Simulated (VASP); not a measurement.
# Ho2O (Cmcm) in VASP: single point with PBE

Aim: the single point of Ho2O with PBE.

Everything below comes from runs of VASP 6.6.1. Logs are shortened: lines on timing, memory, paths and dates and some standing lists are left out, and cuts for length are marked.

## 1. The cell of the first run

The structure is orthorhombic, space group Cmcm (No. 63). The conventional cell has a = 7.051 Å, b = 7.163 Å, c = 6.287 Å, α = 90.00°, β = 90.00°, γ = 90.00°. Within 3.0 Å of Ho (site symmetry 2) lie 2 O at 2.24 Å. Within 3.0 Å of O (site symmetry m2m) lie 4 Ho at 2.24 Å.

The cell was generated, and may not be a known phase.

## 2. Single point, PBE

Input file INCAR:

```
SYSTEM = Ho2O
PREC = Accurate
ENCUT = 600
EDIFF = 1E-6
ISMEAR = 0
SIGMA = 0.2
LREAL = .False.
LASPH = .True.
NELM = 200
ALGO = Normal
ISIF = 2
LWAVE = .False.
LCHARG = .True.
GGA = PE
LELF = .True.
LVHAR = .True.
NBANDS = 33
GGA_COMPAT = .False.
LMAXMIX = 6
```

Input file KPOINTS:

```
Automatic mesh
0
Gamma
  4 4 3
  0 0 0
```

Input file POSCAR:

```
Ho2O
1.0
    3.5256763965     -3.5812704503      0.0000000000
    3.5256763965      3.5812704503      0.0000000000
    0.0000000000      0.0000000000      6.2870857779
Ho O
4 2
Direct
    0.2254589529      0.2254589529      0.0000000000
    0.7745410471      0.7745410471      0.5000000000
    0.7745410471      0.7745410471      0.0000000000
    0.2254589529      0.2254589529      0.5000000000
    0.9988064055      0.0011935945      0.2500000000
    0.0011935945      0.9988064055      0.7500000000
```

Potentials or basis: VASP PAW PBE potentials, release 64 (Ho_3, O), 4f in core.

The run is started by

```bash
> cat potpaw_PBE.64/Ho_3/POTCAR potpaw_PBE.64/O/POTCAR > POTCAR
> mpirun -np 1 vasp_std > vasp.out
```

OUTCAR:

```text
SYSTEM = Ho2O
   PREC = Accurate
   ENCUT = 600
   EDIFF = 1E-6
   ISMEAR = 0
   LREAL = .False.
   LASPH = .True.
   NELM = 200
   ISIF = 2
   GGA = PE

 ion  position               nearest neighbor table
   1  0.225  0.225  0.000-   5 2.24   6 2.24   4 3.14   4 3.14   3 3.18   3 3.60   3 3.60
   2  0.775  0.775  0.500-   5 2.24   6 2.24   3 3.14   3 3.14   4 3.18   4 3.60   4 3.60
   3  0.775  0.775  0.000-   5 2.24   6 2.24   2 3.14   2 3.14   1 3.18   1 3.60   1 3.60
   4  0.225  0.225  0.500-   5 2.24   6 2.24   1 3.14   1 3.14   2 3.18   2 3.60   2 3.60
   5  0.999  0.001  0.250-   1 2.24   2 2.24   3 2.24   4 2.24
   6  0.001  0.999  0.750-   1 2.24   2 2.24   3 2.24   4 2.24

  LATTYP: Found a base centered orthorhombic cell.
 ALAT       =     7.0513527930
 B/A-ratio  =     1.0157683371
 C/A-ratio  =     0.8916141289

  Lattice vectors:

 A1 = (   3.5256763965,  -3.5812704503,   0.0000000000)
 A2 = (   3.5256763965,   3.5812704503,   0.0000000000)
 A3 = (   0.0000000000,   0.0000000000,   6.2870857779)

Analysis of symmetry for initial positions (statically):
=====================================================================
 Subroutine PRICEL returns:
 Original cell was already a primitive cell.

 Routine SETGRP: Setting up the symmetry group for a
 base centered orthorhombic supercell.

 Subroutine GETGRP returns: Found  8 space group operations
 (whereof  4 operations were pure point group operations)
 out of a pool of  8 trial point group operations.

The static configuration has the point symmetry C_2h.
 The point group associated with its full space group is D_2h.

Analysis of symmetry for dynamics (positions and initial velocities):
=====================================================================
 Subroutine PRICEL returns:
 Original cell was already a primitive cell.

 Routine SETGRP: Setting up the symmetry group for a
 base centered orthorhombic supercell.

 Subroutine GETGRP returns: Found  8 space group operations
 (whereof  4 operations were pure point group operations)
 out of a pool of  8 trial point group operations.

The dynamic configuration has the point symmetry C_2h.
 The point group associated with its full space group is D_2h.

 Subroutine INISYM returns: Found  8 space group operations
 (whereof  4 operations are pure point group operations),
 and found     1 'primitive' translations

----------------------------------------------------------------------------------------

                                     Primitive cell

  volume of cell :     158.7665

  direct lattice vectors                    reciprocal lattice vectors
     3.525676397 -3.581270450  0.000000000     0.141816759 -0.139615259  0.000000000
     3.525676397  3.581270450  0.000000000     0.141816759  0.139615259  0.000000000
     0.000000000  0.000000000  6.287085778     0.000000000  0.000000000  0.159056204

  length of vectors
     5.025524061  5.025524061  6.287085778     0.199008577  0.199008577  0.159056204

  position of ions in fractional coordinates (direct lattice)
     0.225458953  0.225458953  0.000000000
     0.774541047  0.774541047  0.500000000
     0.774541047  0.774541047  0.000000000
     0.225458953  0.225458953  0.500000000
     0.998806405  0.001193595  0.250000000
     0.001193595  0.998806405  0.750000000

  ion indices of the primitive-cell ions
   primitive index   ion index
                 1           1
                 2           2
                 3           3
                 4           4
                 5           5
                 6           6

----------------------------------------------------------------------------------------

 KPOINTS: Automatic mesh

Automatic generation of k-mesh.
 Grid dimensions read from file:
 generate k-points for:    4    4    3

 Generating k-lattice:

  Cartesian coordinates                     Fractional coordinates (reciprocal lattice)
     0.035454190 -0.034903815  0.000000000     0.250000000 -0.000000000  0.000000000
     0.035454190  0.034903815  0.000000000    -0.000000000  0.250000000  0.000000000
     0.000000000  0.000000000  0.053018735     0.000000000  0.000000000  0.333333333

  Length of vectors
     0.049752144  0.049752144  0.053018735

  Shift w.r.t. Gamma in fractional coordinates (k-lattice)
     0.000000000  0.000000000  0.000000000

 Subroutine IBZKPT returns following result:
 ===========================================

 Found     14 irreducible k-points:

 Following reciprocal coordinates:
            Coordinates               Weight
  0.000000  0.000000  0.000000      1.000000
  0.250000  0.000000  0.000000      4.000000
  0.500000  0.000000  0.000000      2.000000
  0.250000  0.250000  0.000000      2.000000
  0.500000  0.250000  0.000000      4.000000
 -0.250000  0.250000  0.000000      2.000000
  0.500000  0.500000  0.000000      1.000000
  0.000000  0.000000  0.333333      2.000000
  0.250000  0.000000  0.333333      8.000000
  0.500000  0.000000  0.333333      4.000000
  0.250000  0.250000  0.333333      4.000000
  0.500000  0.250000  0.333333      8.000000
 -0.250000  0.250000  0.333333      4.000000
  0.500000  0.500000  0.333333      2.000000
   k-points           NKPTS =     14   k-points in BZ     NKDIM =     14   number of bands    NBANDS=     33
   number of dos      NEDOS =    301   number of ions     NIONS =      6
   total plane-waves  NPLWV =  80000
   dimension x,y,z NGX =    40 NGY =   40 NGZ =   50
   dimension x,y,z NGXF=    80 NGYF=   80 NGZF=  100
   ions per type =               4   2
   NGX,Y,Z   is equivalent  to a cutoff of  13.23, 13.23, 13.22 a.u.
   NGXF,Y,Z  is equivalent  to a cutoff of  26.46, 26.46, 26.44 a.u.
 SYSTEM =  Ho2O
   PREC   = accura    normal or accurate (medium, high low for compatibility)
   ISTART =      0    job   : 0-new  1-cont  2-samecut
   ICHARG =      2    charge: 1-file 2-atom 10-const
   ISPIN  =      1    spin polarized calculation?
   LNONCOLLINEAR =      F non collinear calculations
   LSORBIT =      F    spin-orbit coupling
   LASPH  =      T    aspherical Exc in radial PAW
   ENCUT  =  600.0 eV  44.10 Ry    6.64 a.u.  10.04 10.04 12.56*2*pi/ulx,y,z
   NELM   =    200;   NELMIN=  2; NELMDL= -5     # of ELM steps
   EDIFF  = 0.1E-05   stopping-criterion for ELM
   LREAL  =      F    real-space projection
   EDIFFG = 0.1E-04   stopping-criterion for IOM
   NSW    =      0    number of steps for IOM
   IBRION =     -1    ionic relax: 0-MD 1-quasi-New 2-CG
   NFREE  =      0    steps in history (QN), initial steepest desc. (CG)
   ISIF   =      2    stress and relaxation
   ISYM   =      2    0-nonsym 1-usesym 2-fastsym
   POTIM  = 0.5000    time-step for ionic-motion
   TEBEG  =    0.0;   TEEND  =   0.0 temperature during run
   PSTRESS=    0.0 pullay stress
   NELECT =      48.0000    total number of electrons
   NUPDOWN=      -1.0000    fix difference up-down
   EMIN   =  10.00;   EMAX   =-10.00  energy-range for DOS
   EFERMI =   0.00;   METHOD = LEGACY
   ISMEAR =     0;   SIGMA  =   0.20  broadening in eV -4-tet -1-fermi 0-gaus
   EFERMI_NEDOS =   21; number of points for ismear=-14 and -15
   IALGO  =     38    algorithm
   IMIX   =      4    mixing-type and parameters
     AMIX     =   0.40;   BMIX     =  1.00
     AMIX_MAG =   1.60;   BMIX_MAG =  1.00
  volume/ion in A,a.u.               =      26.46       178.57
  Fermi-wavevector in a.u.,A,eV,Ry     =   1.098759  2.076353 16.425910  1.207270
  Thomas-Fermi vector in A             =   2.235142
   LORBIT       =      0    0 simple, 1 ext, 2 COOP (PROOUT), +10 PAW based schemes
   GGA     = PE    functional components
   LHFCALC =     F    Hartree Fock is set to
   AEXX    =    0.0000 exact exchange contribution
   IVDW    =     0    specifies the selected vdW correction
   LEPSILON=     F    determine dielectric tensor
   LRPA    =     F    only Hartree local field effects (RPA)
 non-spin polarized calculation
 Gauss-broadening in eV      SIGMA  =   0.20
  energy-cutoff  :      600.00
  volume of cell :      158.77
 maximum number of plane-waves:      5317
   NGX = 21   NGY = 21   NGZ = 25

 number of electron      48.0000006 magnetization

 Free energy of the ion-electron system (eV)
  ---------------------------------------------------
  ext. energy  EPLUGINS =         0.00000000
  ---------------------------------------------------
  free energy    TOTEN  =       -35.50400852 eV

  energy without entropy =      -35.33355774  energy(sigma->0) =      -35.41878313

 E-fermi :   2.7148     XC(G=0):  -9.2687

 val. band max:        2.6988279229   @ k =   0.2500   0.2500   0.3333
 cond. band min:       2.7544882350   @ k =  -0.2500   0.2500   0.0000
 fundamental gap:      0.0556603121
 Fermi energy:         2.7147835106

 k-point     1 :       0.0000    0.0000    0.0000
  band No.  band energies     occupation
      1     -22.8339      2.00000
      2     -22.6323      2.00000
      3     -22.3849      2.00000
      4     -22.1343      2.00000
      5     -21.9851      2.00000
      6     -21.8697      2.00000
[... 25 lines left out ...]
     32       5.5265      0.00000
     33       6.3900      0.00000

 k-point     2 :       0.2500    0.0000    0.0000
  band No.  band energies     occupation
      1     -22.8220      2.00000
      2     -22.6147      2.00000
      3     -22.3969      2.00000
      4     -22.1147      2.00000
      5     -21.9595      2.00000
      6     -21.8444      2.00000
[... 25 lines left out ...]
     32       5.1415      0.00000
     33       6.0896      0.00000

 k-point     3 :       0.5000    0.0000    0.0000
  band No.  band energies     occupation
      1     -22.8094      2.00000
      2     -22.5959      2.00000
      3     -22.4096      2.00000
      4     -22.0929      2.00000
      5     -21.9133      2.00000
      6     -21.8604      2.00000
[... 25 lines left out ...]
     32       5.0484      0.00000
     33       5.5116      0.00000

 k-point     4 :       0.2500    0.2500    0.0000
  band No.  band energies     occupation
      1     -22.8102      2.00000
      2     -22.5960      2.00000
      3     -22.4088      2.00000
      4     -22.0929      2.00000
      5     -22.0217      2.00000
      6     -21.8993      2.00000
[... 25 lines left out ...]
     32       5.3650      0.00000
     33       5.4644      0.00000

 k-point     5 :       0.5000    0.2500    0.0000
  band No.  band energies     occupation
      1     -22.8039      2.00000
      2     -22.6315      2.00000
      3     -22.4140      2.00000
      4     -22.1292      2.00000
      5     -22.0056      2.00000
      6     -21.8821      2.00000
[... 244 lines left out ...]
 k-point    12 :       0.5000    0.2500    0.3333
  band No.  band energies     occupation
      1     -22.6092      2.00000
      2     -22.5643      2.00000
      3     -22.1815      2.00000
      4     -22.1576      2.00000
      5     -21.9754      2.00000
      6     -21.9132      2.00000
[... 25 lines left out ...]
     32       5.0155      0.00000
     33       5.6365      0.00000

 k-point    13 :      -0.2500    0.2500    0.3333
  band No.  band energies     occupation
      1     -22.6201      2.00000
      2     -22.5799      2.00000
      3     -22.1767      2.00000
      4     -22.1703      2.00000
      5     -21.8895      2.00000
      6     -21.8294      2.00000
[... 25 lines left out ...]
     32       4.9699      0.00000
     33       5.1424      0.00000

 k-point    14 :       0.5000    0.5000    0.3333
  band No.  band energies     occupation
      1     -22.6113      2.00000
      2     -22.5933      2.00000
      3     -22.1854      2.00000
      4     -22.1823      2.00000
      5     -22.0219      2.00000
      6     -21.9580      2.00000
[... 25 lines left out ...]
     32       5.4599      0.00000
     33       5.8162      0.00000

------------------------ aborting loop because EDIFF is reached ----------------------------------------

  FORCE on cell =-STRESS in cart. coord.  units (eV):
  Direction    XX          YY          ZZ          XY          YZ          ZX
  --------------------------------------------------------------------------------------
  -------------------------------------------------------------------------------------
  Total        0.9164440      0.4644070      0.9129318      0.0000000      0.0000000      0.0000000
  in kB        9.2482071      4.6865196      9.2127644      0.0000000      0.0000000      0.0000000
  external PRESSURE =       7.7158304 kB  Pullay stress =       0.0000000 kB

 VOLUME and BASIS-vectors are now :
 -----------------------------------------------------------------------------
  energy-cutoff  :      600.00
  volume of cell :      158.77
      direct lattice vectors                 reciprocal lattice vectors
     3.525676397 -3.581270450  0.000000000     0.141816759 -0.139615259  0.000000000
     3.525676397  3.581270450  0.000000000     0.141816759  0.139615259  0.000000000
     0.000000000  0.000000000  6.287085778     0.000000000  0.000000000  0.159056204

 POSITION                                       TOTAL-FORCE (eV/Angst)
 -----------------------------------------------------------------------------------
      1.58979      0.00000      0.00000         0.132180      0.000000     -0.000000
      5.46156      0.00000      3.14354        -0.132180      0.000000      0.000000
      5.46156      0.00000      0.00000        -0.132180      0.000000     -0.000000
      1.58979      0.00000      3.14354         0.132180      0.000000     -0.000000
      3.52568     -3.57272      1.57177         0.000000     -0.002333      0.000000
      3.52568      3.57272      4.71531         0.000000      0.002333     -0.000000
 -----------------------------------------------------------------------------------
    total drift:                                0.000000      0.000000      0.000000

  FREE ENERGIE OF THE ION-ELECTRON SYSTEM (eV)
  ---------------------------------------------------
  free  energy   TOTEN  =       -35.5040085185 eV

  energy  without entropy=      -35.3335577411  energy(sigma->0) =      -35.41878313
```

It took 2 min on 1 thread of Intel Xeon Platinum 8259CL at 2.50GHz (Skylake/Cascade Lake), shared host; peak memory 0.3 GiB.

What came out:

```yaml
Free_energy: -35.5040 eV
Pressure: 0.8 GPa
Largest_force: 0.132 eV/Å
Band_gap_on_the_k_mesh: zero (bands 24 and 25 overlap by 0.40 eV)
```

Forces in eV/Å, atoms in the order of the input:
```
Ho   0.132  0.000  0.000
Ho  -0.132  0.000  0.000
Ho  -0.132  0.000  0.000
Ho   0.132  0.000  0.000
O    0.000 -0.002  0.000
O    0.000  0.002  0.000
```

Stress tensor (GPa, compression positive):
```
0.92 0.00 0.00
0.00 0.47 0.00
0.00 0.00 0.92
```

Levels at points of the mesh, in eV from the Fermi level:
| k point | band 21 | band 22 | band 23 | band 24 | band 25 | band 26 | band 27 | band 28 |
| --- | --- | --- | --- | --- | --- | --- | --- | --- |
| (0.00, 0.00, 0.00) | -3.66 | -0.85 | -0.85 | -0.76 | -0.14 | 0.12 | 0.20 | 0.59 |
| (0.50, 0.00, 0.00) | -1.69 | -1.42 | -0.48 | -0.21 | 0.33 | 0.58 | 0.60 | 0.78 |
| (0.50, 0.50, 0.00) | -1.48 | -1.44 | -0.49 | 0.26 | 0.28 | 0.33 | 0.33 | 1.80 |

Caveat: spin-orbit coupling is left out, which moves the levels of the heavy elements; the 4f electrons are frozen in the core, so they carry no moment and show no levels; the run has no spin polarisation, though such a crystal can be magnetic. With open d or f shells a metallic result of PBE can be an artefact of self-interaction; +U or a hybrid may open a gap.

The gap in the log of VASP goes by the Fermi energy; the results here count the filled bands.